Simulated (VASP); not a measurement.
Input of a VASP 6.6.1 run:

INCAR

```
SYSTEM = RbGe6
ALGO = Normal
EDIFF = 1E-6
ENCUT = 520
GGA = PE
ISIF = 2
ISMEAR = 0
LASPH = .True.
LCHARG = .True.
LELF = .True.
LREAL = .False.
LVHAR = .True.
LWAVE = .False.
NBANDS = 56
NELM = 60
PREC = Accurate
SIGMA = 0.1
```

Contents of KPOINTS:

```
k-points
0
Gamma
  8 8 8
  0 0 0
```

File POSCAR:

```
RbGe6
1.0
   -3.4487527563      3.4487527563      3.4487527563
    3.4487527563     -3.4487527563      3.4487527563
    3.4487527563      3.4487527563     -3.4487527563
Rb Ge
1 6
Direct
    0.0000000000      0.0000000000      0.0000000000
    0.5000000000      0.7500000000      0.2500000000
    0.7500000000      0.2500000000      0.5000000000
    0.7500000000      0.5000000000      0.2500000000
    0.5000000000      0.2500000000      0.7500000000
    0.2500000000      0.7500000000      0.5000000000
    0.2500000000      0.5000000000      0.7500000000
```

Potentials or basis: VASP PAW PBE potentials, release 64 (Rb_sv, Ge_d).

The run is started by

```sh
$ cat potpaw_PBE.64/Rb_sv/POTCAR potpaw_PBE.64/Ge_d/POTCAR > POTCAR
$ mpirun -np 1 vasp_std > vasp.out
```

Task: Estimate the band gap on the k mesh.

Result: Zero (an odd number of electrons rules out a gap without spin polarisation).

Task: What does it give for the pressure?

Result: 7.4 GPa.

Caveat: the cell stands under pressure; an odd number of electrons without spin polarisation forces a metal; a magnetic or distorted state may lie lower.
